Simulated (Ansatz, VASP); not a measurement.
Two plane-wave programs on PbO

```
Pb O
1.0
     3.88899    0.00000    0.00000
     0.00000    3.88899    0.00000
     0.00000    0.00000    5.06474
Pb O
2 2
Direct
  0.00000 0.50000 0.20694
  0.50000 0.00000 0.79306
  0.00000 0.00000 0.00000
  0.50000 0.50000 0.00000
```

Alike in both runs: task single point; functional PBE; k mesh 8 × 8 × 6; occupations gaussian, width 0.02 eV; no spin polarisation.

|  | VASP | Ansatz |
| --- | --- | --- |
| version | VASP 6.6.1 | Ansatz 0.2.0 |
| potentials or method | VASP PAW PBE potentials, release 64 (Pb_d, O), cutoff 520 eV | scalar-relativistic, plane waves, PAW |
| valence electrons in the cell | 40 | 40 |

Ansatz gave:

```
gap on the k mesh at the Fermi level (eV)                     : 1.40
least direct gap on the mesh (eV)                             : 2.05
pressure (GPa)                                                : 19.4
traceless stress, the component that is largest in VASP (GPa) : -2.22
rms of the force components (eV/Å)                            : 1.518
```

Q: Estimate VASP's values.

A: gap on the k mesh at the Fermi level (eV): 1.36; least direct gap on the mesh (eV): 2.02; pressure (GPa): 19.6; traceless stress, the component that is largest in VASP (GPa): -2.28; rms of the force components (eV/Å): 1.545.

Atom by atom the forces differ by 0.027 eV/Å (rms over components).

Spin-orbit coupling is off throughout.
